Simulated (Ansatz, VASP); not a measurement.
**NaF in VASP and in Ansatz**

INCAR

```
PREC = Accurate
ENCUT = 520
EDIFF = 1E-6
ISMEAR = 0
SIGMA = 0.01
LREAL = False
LASPH = True
NELM = 60
ALGO = Normal
ISIF = 2
LWAVE = False
LCHARG = True
GGA = PS
LELF = True
LVHAR = True
NBANDS = 14
```

Contents of KPOINTS:

```
Automatic mesh
0
Gamma
  6 6 6
```

Contents of POSCAR:

```
NaF
1.0
    0.0000000000      2.2971680881      2.2971680881
    2.2971680881      0.0000000000      2.2971680881
    2.2971680881      2.2971680881      0.0000000000
Na F
1 1
Direct
    0.0000000000      0.0000000000      0.0000000000
    0.5000000000      0.5000000000      0.5000000000
```

Input for Ansatz:

```yaml
crystal:
  lattice:
    - [0.0, 2.2971680881, 2.2971680881]
    - [2.2971680881, 0.0, 2.2971680881]
    - [2.2971680881, 2.2971680881, 0.0]
  atoms:
    - { symbol: Na, position: [0.0, 0.0, 0.0] }
    - { symbol: F, position: [0.5, 0.5, 0.5] }
kpoints:
  mp_grid: { grid: [6, 6, 6] }
hamiltonian:
  xc: pbesol
scf:
  occupations: { method: fixed }
  n_extra_bands: 4
output:
  forces: true
  stress: true
  eigenvalues: true
basis:
  ecutwfc: 750
```

Alike in both runs: task single point; functional PBEsol; k mesh 6 × 6 × 6; no spin polarisation.

```csv
,VASP,Ansatz
version,VASP 6.6.1,Ansatz 0.2.0
potentials or method,"VASP PAW PBE potentials, release 64 (Na_pv, F), cutoff 520 eV",plane waves
occupations,"gaussian, width 0.01 eV",fixed
valence electrons in the cell,14,16
```

|  | VASP | Ansatz | Ansatz less VASP |
| --- | --- | --- | --- |
| gap on the k mesh at the Fermi level (eV) | 6.30 | 6.32 | +0.020 |
| pressure (GPa) | 1.1 | 1.1 | +0.05 |

VASP's potentials were made for PBE, not for PBEsol. VASP's potentials hold 14 valence electrons a cell and Ansatz's 16, so a difference there can come from the potentials and not from the codes.
